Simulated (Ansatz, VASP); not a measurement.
## Pt3Pb: VASP beside Ansatz

Contents of INCAR:

```
SYSTEM = Pt3Pb
PREC = Accurate ; ENCUT = 520
EDIFF = 1E-6 ; ISMEAR = -1
SIGMA = 0.03 ; LREAL = .False.
LASPH = .True. ; NELM = 80
ALGO = Normal ; ISIF = 2
LWAVE = .False. ; LCHARG = .True.
LELF = .True. ; LVHAR = .True.
NBANDS = 30
```

File KPOINTS:

```
regular mesh
0
Gamma
  9 9 9
  0 0 0
```

Contents of POSCAR:

```
Pt3Pb
1.0
    4.0580000000      0.0405800000      0.0405800000
    0.0405800000      4.0580000000      0.0405800000
    0.0405800000      0.0405800000      4.0580000000
Pt Pb
3 1
Direct
    0.0000000000      0.5000000000      0.5000000000
    0.5000000000      0.0000000000      0.5000000000
    0.5000000000      0.5000000000      0.0000000000
    0.0000000000      0.0000000000      0.0000000000
```

Input for Ansatz:

```yaml
crystal:
  lattice:
    - [4.058, 0.04058, 0.04058]
    - [0.04058, 4.058, 0.04058]
    - [0.04058, 0.04058, 4.058]
  atoms:
    - { symbol: Pt, position: [0.0, 0.5, 0.5] }
    - { symbol: Pt, position: [0.5, 0.0, 0.5] }
    - { symbol: Pt, position: [0.5, 0.5, 0.0] }
    - { symbol: Pb, position: [0.0, 0.0, 0.0] }
kpoints:
  mp_grid: { grid: [9, 9, 9] }
  band_path:
    path:
      - [0.0, 0.0, 0.0]
      - [0.5, 0.5, 0.5]
      - [0.5193194925, 0.4806805075, 0.5]
      - [0.5, -0.4806805075, 0.4806805075]
      - [0.5, 0.0, 0.0]
      - [0.0, 0.0, 0.0]
      - [0.4903402537, -0.4903402537, 0.0]
      - [0.5096597463, 0.0, 0.4903402537]
      - [0.5, 0.0, 0.5]
    npoints: 5
scf:
  occupations: { method: fermi_dirac, width: 0.03 }
hamiltonian:
  xc: lda
  pseudopotentials: { kind: all_electron, lapw: { basis_error: 0.001 } }
output:
  forces: true
  stress: true
  eigenvalues: true
```

Change from the starting cell: equal xy, yz and zx shear strains of +2 %.

Alike in both runs: task single point; functional LDA; k mesh 9 × 9 × 9; occupations fermi-dirac, width 0.03 eV; no spin polarisation.

|  | VASP | Ansatz |
| --- | --- | --- |
| version | VASP 6.6.1 | Ansatz 0.2.0 |
| potentials or method | VASP PAW LDA potentials, release 64 (Pt, Pb_d), cutoff 520 eV | all-electron LAPW, scalar-relativistic |

```tsv
	VASP	Ansatz	Ansatz less VASP
pressure (GPa)	-2.0	-2.6	-0.61
traceless stress, the component that is largest in VASP (GPa)	-1.29	-1.23	+0.052
```

LDA's correlation is that of Perdew and Zunger in VASP and of Perdew and Wang (1992) in Ansatz. Ansatz ran all-electron here, and VASP with PAW potentials.

Neither program's run includes spin-orbit coupling.
